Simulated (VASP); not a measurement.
# HfC (Fm-3m) in VASP: a series of runs, part 2 of 3

VASP 6.6.1. Earlier steps stand in the parts before.

### 3 Single point, PBE

This run uses another cell than the first one, of 11.69 Å³/atom, 1.031 times its volume.

INCAR

```
SYSTEM = HfC
  PREC = Accurate
  ENCUT = 520
  EDIFF = 1E-6
  ISMEAR = -1
  SIGMA = 0.05
  LREAL = .False.
  LASPH = .True.
  NELM = 100
  ALGO = Normal
  ISIF = 2
  LWAVE = .False.
  LCHARG = .True.
  GGA = PE
  LELF = .True.
  LVHAR = .True.
  NBANDS = 14
```

KPOINTS

```
Automatic mesh
0
Gamma
  10 10 10
  0 0 0
```

POSCAR

```
HfC
1.0
    0.0000000000      2.2692555909      2.2692555909
    2.2692555909      0.0000000000      2.2692555909
    2.2692555909      2.2692555909      0.0000000000
Hf C
1 1
Direct
    0.5000000000      0.5000000000      0.5000000000
    0.0000000000      0.0000000000      0.0000000000
```

Potentials or basis: VASP PAW PBE potentials, release 64 (Hf_pv, C).

Run with:

```sh
> cat potpaw_PBE.64/Hf_pv/POTCAR potpaw_PBE.64/C/POTCAR > POTCAR
> mpirun -np 1 vasp_std > vasp.out
```

OUTCAR:

```text
SYSTEM = HfC
   PREC = Accurate
   ENCUT = 520
   EDIFF = 1E-6
   ISMEAR = -1
   LREAL = .False.
   LASPH = .True.
   NELM = 100
   ISIF = 2
   GGA = PE

 ion  position               nearest neighbor table
   1  0.500  0.500  0.500-   2 2.27   2 2.27   2 2.27   2 2.27   2 2.27   2 2.27
   2  0.000  0.000  0.000-   1 2.27   1 2.27   1 2.27   1 2.27   1 2.27   1 2.27

  LATTYP: Found a face centered cubic cell.
 ALAT       =     4.5385111818

  Lattice vectors:

 A1 = (   0.0000000000,   2.2692555909,   2.2692555909)
 A2 = (   2.2692555909,   0.0000000000,   2.2692555909)
 A3 = (   2.2692555909,   2.2692555909,   0.0000000000)

Analysis of symmetry for initial positions (statically):
=====================================================================
 Subroutine PRICEL returns:
 Original cell was already a primitive cell.

 Routine SETGRP: Setting up the symmetry group for a
 face centered cubic supercell.

 Subroutine GETGRP returns: Found 48 space group operations
 (whereof 48 operations were pure point group operations)
 out of a pool of 48 trial point group operations.

The static configuration has the point symmetry O_h .

Analysis of symmetry for dynamics (positions and initial velocities):
=====================================================================
 Subroutine PRICEL returns:
 Original cell was already a primitive cell.

 Routine SETGRP: Setting up the symmetry group for a
 face centered cubic supercell.

 Subroutine GETGRP returns: Found 48 space group operations
 (whereof 48 operations were pure point group operations)
 out of a pool of 48 trial point group operations.

The dynamic configuration has the point symmetry O_h .

 Subroutine INISYM returns: Found 48 space group operations
 (whereof 48 operations are pure point group operations),
 and found     1 'primitive' translations

----------------------------------------------------------------------------------------

                                     Primitive cell

  volume of cell :      23.3712

  direct lattice vectors                    reciprocal lattice vectors
     0.000000000  2.269255591  2.269255591    -0.220336573  0.220336573  0.220336573
     2.269255591  0.000000000  2.269255591     0.220336573 -0.220336573  0.220336573
     2.269255591  2.269255591  0.000000000     0.220336573  0.220336573 -0.220336573

  length of vectors
     3.209212033  3.209212033  3.209212033     0.381634139  0.381634139  0.381634139

  position of ions in fractional coordinates (direct lattice)
     0.500000000  0.500000000  0.500000000
     0.000000000  0.000000000  0.000000000

  ion indices of the primitive-cell ions
   primitive index   ion index
                 1           1
                 2           2

----------------------------------------------------------------------------------------

 KPOINTS: Automatic mesh

Automatic generation of k-mesh.
 Grid dimensions read from file:
 generate k-points for:   10   10   10

 Generating k-lattice:

  Cartesian coordinates                     Fractional coordinates (reciprocal lattice)
    -0.022033657  0.022033657  0.022033657     0.100000000  0.000000000  0.000000000
     0.022033657 -0.022033657  0.022033657     0.000000000  0.100000000  0.000000000
     0.022033657  0.022033657 -0.022033657     0.000000000  0.000000000  0.100000000

  Length of vectors
     0.038163414  0.038163414  0.038163414

  Shift w.r.t. Gamma in fractional coordinates (k-lattice)
     0.000000000  0.000000000  0.000000000

 Subroutine IBZKPT returns following result:
 ===========================================

 Found     47 irreducible k-points:

 Following reciprocal coordinates:
            Coordinates               Weight
  0.000000  0.000000  0.000000      1.000000
  0.100000  0.000000  0.000000      8.000000
  0.200000  0.000000  0.000000      8.000000
  0.300000  0.000000  0.000000      8.000000
  0.400000  0.000000  0.000000      8.000000
  0.500000  0.000000  0.000000      4.000000
[... 16 lines left out ...]
  0.300000  0.300000  0.000000      6.000000
  0.400000  0.300000  0.000000     24.000000
 [... further k-points ...]
   k-points           NKPTS =     47   k-points in BZ     NKDIM =     47   number of bands    NBANDS=     14
   number of dos      NEDOS =    301   number of ions     NIONS =      2
   total plane-waves  NPLWV =  13824
   dimension x,y,z NGX =    24 NGY =   24 NGZ =   24
   dimension x,y,z NGXF=    48 NGYF=   48 NGZF=   48
   ions per type =               1   1
   NGX,Y,Z   is equivalent  to a cutoff of  12.43, 12.43, 12.43 a.u.
   NGXF,Y,Z  is equivalent  to a cutoff of  24.87, 24.87, 24.87 a.u.
 SYSTEM =  HfC
   PREC   = accura    normal or accurate (medium, high low for compatibility)
   ISTART =      0    job   : 0-new  1-cont  2-samecut
   ICHARG =      2    charge: 1-file 2-atom 10-const
   ISPIN  =      1    spin polarized calculation?
   LNONCOLLINEAR =      F non collinear calculations
   LSORBIT =      F    spin-orbit coupling
   LASPH  =      T    aspherical Exc in radial PAW
   ENCUT  =  520.0 eV  38.22 Ry    6.18 a.u.   5.97  5.97  5.97*2*pi/ulx,y,z
   NELM   =    100;   NELMIN=  2; NELMDL= -5     # of ELM steps
   EDIFF  = 0.1E-05   stopping-criterion for ELM
   LREAL  =      F    real-space projection
   EDIFFG = 0.1E-04   stopping-criterion for IOM
   NSW    =      0    number of steps for IOM
   IBRION =     -1    ionic relax: 0-MD 1-quasi-New 2-CG
   NFREE  =      0    steps in history (QN), initial steepest desc. (CG)
   ISIF   =      2    stress and relaxation
   ISYM   =      2    0-nonsym 1-usesym 2-fastsym
   POTIM  = 0.5000    time-step for ionic-motion
   TEBEG  =    0.0;   TEEND  =   0.0 temperature during run
   PSTRESS=    0.0 pullay stress
   NELECT =      14.0000    total number of electrons
   NUPDOWN=      -1.0000    fix difference up-down
   EMIN   =  10.00;   EMAX   =-10.00  energy-range for DOS
   EFERMI =   0.00;   METHOD = LEGACY
   ISMEAR =    -1;   SIGMA  =   0.05  broadening in eV -4-tet -1-fermi 0-gaus
   EFERMI_NEDOS =   21; number of points for ismear=-14 and -15
   IALGO  =     38    algorithm
   IMIX   =      4    mixing-type and parameters
     AMIX     =   0.40;   BMIX     =  1.00
     AMIX_MAG =   1.60;   BMIX_MAG =  1.00
  volume/ion in A,a.u.               =      11.69        78.86
  Fermi-wavevector in a.u.,A,eV,Ry     =   1.380037  2.607892 25.912328  1.904502
  Thomas-Fermi vector in A             =   2.504951
   LORBIT       =      0    0 simple, 1 ext, 2 COOP (PROOUT), +10 PAW based schemes
   GGA     = PE    functional components
[... 5 lines left out ...]
 non-spin polarized calculation
  energy-cutoff  :      520.00
  volume of cell :       23.37
 maximum number of plane-waves:       639
   NGX = 11   NGY = 11   NGZ = 11

 number of electron      13.9999999 magnetization

 Free energy of the ion-electron system (eV)
  ---------------------------------------------------
  ext. energy  EPLUGINS =         0.00000000
  ---------------------------------------------------
  free energy    TOTEN  =       -20.94444431 eV

  energy without entropy =      -20.94195086  energy(sigma->0) =      -20.94319759

 E-fermi :   6.5389     XC(G=0): -12.6495

 val. band max:        6.5129471637   @ k =   0.5000   0.5000   0.0000
 cond. band min:       6.6597838858   @ k =   0.1000   0.1000   0.0000
 fundamental gap:      0.1468367221
 Fermi energy:         6.5389105723

 k-point     1 :       0.0000    0.0000    0.0000
  band No.  band energies     occupation
      1     -22.6876      2.00000
      2     -22.6876      2.00000
      3     -22.6876      2.00000
      4      -6.1515      2.00000
      5       7.5651      0.00000
      6       7.5651      0.00000
      7       7.5651      0.00000
      8       7.9352      0.00000
      9       7.9352      0.00000
     10       7.9352      0.00000
     11      10.1465      0.00000
     12      10.1465      0.00000
     13      14.2411      0.00000
     14      17.7405      0.00000
[... 375 lines left out ...]
 k-point    24 :       0.4000    0.3000    0.0000
  band No.  band energies     occupation
      1     -23.3314      2.00000
      2     -22.9447      2.00000
      3     -22.9172      2.00000
      4      -3.9379      2.00000
      5       2.7010      2.00000
      6       4.5643      2.00000
      7       5.8071      2.00000
      8       6.7367      0.03757
      9      12.3299      0.00000
     10      13.4591      0.00000
     11      13.5876      0.00000
     12      15.6782      0.00000
     13      19.2325      0.00000
     14      19.9956      0.00000

 [... further k-points ...]
[... 5 lines left out ...]
  --------------------------------------------------------------------------------------
  -------------------------------------------------------------------------------------
  Total        2.8603268      2.8603268      2.8603268     -0.0000000      0.0000000     -0.0000000
  in kB      196.0857379    196.0857379    196.0857379     -0.0000000      0.0000000     -0.0000000
  external PRESSURE =     196.0857379 kB  Pullay stress =       0.0000000 kB

 VOLUME and BASIS-vectors are now :
 -----------------------------------------------------------------------------
  energy-cutoff  :      520.00
  volume of cell :       23.37
      direct lattice vectors                 reciprocal lattice vectors
     0.000000000  2.269255591  2.269255591    -0.220336573  0.220336573  0.220336573
     2.269255591  0.000000000  2.269255591     0.220336573 -0.220336573  0.220336573
     2.269255591  2.269255591  0.000000000     0.220336573  0.220336573 -0.220336573

 POSITION                                       TOTAL-FORCE (eV/Angst)
 -----------------------------------------------------------------------------------
      2.26926      2.26926      2.26926         0.000000      0.000000     -0.000000
      0.00000      0.00000      0.00000         0.000000     -0.000000      0.000000
 -----------------------------------------------------------------------------------
    total drift:                                0.000000     -0.000000      0.000000

  FREE ENERGIE OF THE ION-ELECTRON SYSTEM (eV)
  ---------------------------------------------------
  free  energy   TOTEN  =       -20.9444443130 eV

  energy  without entropy=      -20.9419508619  energy(sigma->0) =      -20.94319759
```

OSZICAR:

```text
N       E                     dE             d eps       ncg     rms          rms(c)
DAV:   1     0.246498376876E+02    0.24650E+02   -0.77327E+03  1316   0.993E+02
DAV:   2    -0.224059550563E+02   -0.47056E+02   -0.44099E+02  1718   0.204E+02
DAV:   3    -0.240462420073E+02   -0.16403E+01   -0.16344E+01  1556   0.272E+01
DAV:   4    -0.240526231683E+02   -0.63812E-02   -0.63807E-02  1562   0.211E+00
DAV:   5    -0.240526589235E+02   -0.35755E-04   -0.35755E-04  1606   0.141E-01    0.649E+01
DAV:   6    -0.209819175960E+02    0.30707E+01   -0.11425E+01  1442   0.182E+01    0.458E+01
DAV:   7    -0.209548169085E+02    0.27101E-01   -0.51188E-01  1640   0.504E+00    0.249E+01
DAV:   8    -0.209486862943E+02    0.61306E-02   -0.46365E-02  1532   0.168E+00    0.479E+00
DAV:   9    -0.209447379968E+02    0.39483E-02   -0.16783E-02  1520   0.709E-01    0.185E+00
DAV:  10    -0.209444473518E+02    0.29064E-03   -0.11891E-03  1626   0.254E-01    0.533E-02
DAV:  11    -0.209444448529E+02    0.24989E-05   -0.61928E-05  1526   0.674E-02    0.270E-02
DAV:  12    -0.209444443130E+02    0.53983E-06   -0.15980E-06  1504   0.113E-02
   1 F= -.20944444E+02 E0= -.20943198E+02  d E =-.249345E-02
```

stdout:

```text
POSCAR found type information on POSCAR HfC
 POSCAR found :  2 types and       2 ions
 scaLAPACK will be used
 LDA part: xc-table for (Slater+PW92), standard interpolation
 POSCAR, INCAR and KPOINTS ok, starting setup
 FFT: planning ... GRIDC
 FFT: planning ... GRID_SOFT
 FFT: planning ... GRID
 WAVECAR not read
 entering main loop
```

It took 15 s on 1 thread of Intel Xeon Platinum 8259CL at 2.50GHz (Skylake/Cascade Lake), shared host; peak memory 0.14 GiB.

Results:

* Free energy: -20.9444 eV
* Pressure: 19.6 GPa
* Band gap on the k mesh: zero (band 7 reaches 7.57 eV, above the bottom of band 8 at 6.13 eV)

Caveat: spin-orbit coupling is left out, which moves the levels of the heavy elements.

### 4 Single point, PBE

This run uses another cell than the first one, of 12.33 Å³/atom, 1.088 times its volume.

INCAR

```
PREC = Accurate
ENCUT = 520
EDIFF = 1E-6
ISMEAR = -1
SIGMA = 0.05
LREAL = False
LASPH = True
NELM = 80
ALGO = Normal
ISIF = 2
LWAVE = False
LCHARG = True
GGA = PE
LELF = True
LVHAR = True
NBANDS = 14
```

KPOINTS

```
regular mesh
0
Gamma
  10 10 10
```

POSCAR

```
HfC
1.0
    0.0000000000      2.3100612196      2.3100612196
    2.3100612196      0.0000000000      2.3100612196
    2.3100612196      2.3100612196      0.0000000000
Hf C
1 1
Direct
    0.5000000000      0.5000000000      0.5000000000
    0.0000000000      0.0000000000      0.0000000000
```

Run with:

```sh
> cat potpaw_PBE.64/Hf_pv/POTCAR potpaw_PBE.64/C/POTCAR > POTCAR
> mpirun -np 1 vasp_std > vasp.out
```

Wall time 13 s (1 thread of Intel Xeon Platinum 8259CL at 2.50GHz (Skylake/Cascade Lake), shared host); peak memory 0.15 GiB.

It converged, with:

```
Free energy            : -21.0383 eV
Pressure               : 4.4 GPa
Band gap on the k mesh : zero (band 7 reaches 7.11 eV, above the bottom of band 8 at 5.70 eV)
```

Levels at points of the mesh, in eV from the Fermi level:
```
           k point  band 3  band 4  band 5  band 6  band 7  band 8  band 9  band 10  band 11  band 12
(0.00, 0.00, 0.00)  -29.50  -12.43    0.99    0.99    0.99    1.38    1.38     1.38     3.43     3.43
(0.50, 0.00, 0.00)  -29.57   -8.57   -6.25   -3.07   -3.07    5.41    5.41     5.88     6.63    11.62
(0.50, 0.50, 0.00)  -29.75  -10.52   -2.59   -1.86   -0.10   -0.10    5.40     6.87     6.87     8.66
```

Caveat: spin-orbit coupling is left out, which moves the levels of the heavy elements.

(Continued in part 3 of 3.)
